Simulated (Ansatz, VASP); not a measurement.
# Ga4HgO in VASP and in Ansatz

Contents of INCAR:

```
ALGO = Normal
EDIFF = 1E-6
EDIFFG = -0.01
ENCUT = 600
GGA = PE
IBRION = 2
ISIF = 3
ISMEAR = 0
LASPH = True
LCHARG = False
LREAL = False
LWAVE = False
NELM = 100
NSW = 100
PREC = Accurate
SIGMA = 0.1
```

KPOINTS

```
k-points
0
Gamma
  8 8 8
```

POSCAR

```
Ga4HgO
1.0
    0.0000000000      3.8589226400      3.8589226400
    3.8589226400      0.0000000000      3.8589226400
    3.8589226400      3.8589226400      0.0000000000
Ga Hg O
4 1 1
Direct
    0.8749097000      0.3750301000      0.3750301000
    0.3750301000      0.3750301000      0.3750301000
    0.3750301000      0.8749097000      0.3750301000
    0.3750301000      0.3750301000      0.8749097000
    0.7500000000      0.7500000000      0.7500000000
    0.0000000000      0.0000000000      0.0000000000
```

Input for Ansatz:

```yaml
crystal:
  lattice:
    - [0.0, 3.85892264, 3.85892264]
    - [3.85892264, 0.0, 3.85892264]
    - [3.85892264, 3.85892264, 0.0]
  atoms:
    - { symbol: Ga, position: [0.8749097, 0.3750301, 0.3750301] }
    - { symbol: Ga, position: [0.3750301, 0.3750301, 0.3750301] }
    - { symbol: Ga, position: [0.3750301, 0.8749097, 0.3750301] }
    - { symbol: Ga, position: [0.3750301, 0.3750301, 0.8749097] }
    - { symbol: Hg, position: [0.75, 0.75, 0.75] }
    - { symbol: O, position: [0.0, 0.0, 0.0] }
basis:
  ecutwfc: 420
kpoints:
  mp_grid: { grid: [8, 8, 8] }
hamiltonian:
  xc: pbe
scf:
  occupations: { method: gaussian, width: 0.1 }
output:
  forces: true
  stress: true
  eigenvalues: true
relax:
  adjacent_minimum: "off"
  f_tol: 0.01
  max_steps: 80
  cell: { stress_tol: 0.05 }
```

Change from the starting cell: species swapped into the HfZrW4 type (F-43m, No. 216).

Alike in both runs: task relaxation of cell and atoms; functional PBE; k mesh 8 × 8 × 8; occupations gaussian, width 0.1 eV; no spin polarisation.

|  | VASP | Ansatz |
| --- | --- | --- |
| version | VASP 6.6.1 | Ansatz 0.2.0 |
| potentials or method | VASP PAW PBE potentials, release 64 (Ga_d, Hg, O), cutoff 600 eV | scalar-relativistic, plane waves, PAW |
| valence electrons in the cell | 70 | 78 |

Ansatz gave:

```
gap on the k mesh at the Fermi level, each at its own relaxed structure (eV)  : none
relaxed volume (Å³/atom)                                                      : 19.06
relaxed length of the cell vector where the two differ most in proportion (Å) : 5.448
```

Which values does VASP return?

gap on the k mesh at the Fermi level, each at its own relaxed structure (eV): none; relaxed volume (Å³/atom): 19.09; relaxed length of the cell vector where the two differ most in proportion (Å): 5.451.

A gap of «none» marks a metal or a gap that the smearing closes. VASP's potentials hold 70 valence electrons a cell and Ansatz's 78, so a difference there can come from the potentials and not from the codes.

Neither program's run includes spin-orbit coupling.
